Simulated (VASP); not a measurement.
## SnTe: single point with PBE

SnTe:

```
Sn Te
1.0
     0.00000    3.20491    3.20491
     3.20491    0.00000    3.20491
     3.20491    3.20491    0.00000
Sn Te
1 1
Direct
  0.00000 0.00000 0.00000
  0.50000 0.50000 0.50000
```

- Program: VASP 6.6.1
- Task: single point
- Functional: PBE
- Potentials or basis: VASP PAW PBE potentials, release 64 (Sn_d, Te)
- Cutoff: 500 eV
- k mesh: 10 × 10 × 10
- Occupations: gaussian, width 0.01 eV
- Spin: no spin polarisation

```yaml
Pressure: 0.0 GPa
Band_gap_on_the_k_mesh: 0.05 eV
```

Levels at points of the mesh, in eV from the valence-band top:
| k point | band 7 | band 8 | band 9 | band 10 | band 11 | band 12 | band 13 | band 14 |
| --- | --- | --- | --- | --- | --- | --- | --- | --- |
| (0.00, 0.00, 0.00) | -4.87 | -2.00 | -2.00 | -2.00 | 3.25 | 3.25 | 3.25 | 4.85 |
| (0.50, 0.00, 0.00) | -8.07 | -1.68 | -1.68 | 0.00 | 0.05 | 0.45 | 0.45 | 7.67 |
| (0.50, 0.50, 0.00) | -6.43 | -5.21 | -3.49 | -3.49 | 2.38 | 4.69 | 4.69 | 6.02 |

Run time: 87 s on 1 thread of Intel Xeon 8259CL, on a shared host, peak memory 0.23 GiB.

Caveat: semilocal functionals underestimate gaps, and a narrow one can read as zero; spin-orbit coupling is left out, which moves the levels of the heavy elements. A k mesh can miss the band edges.
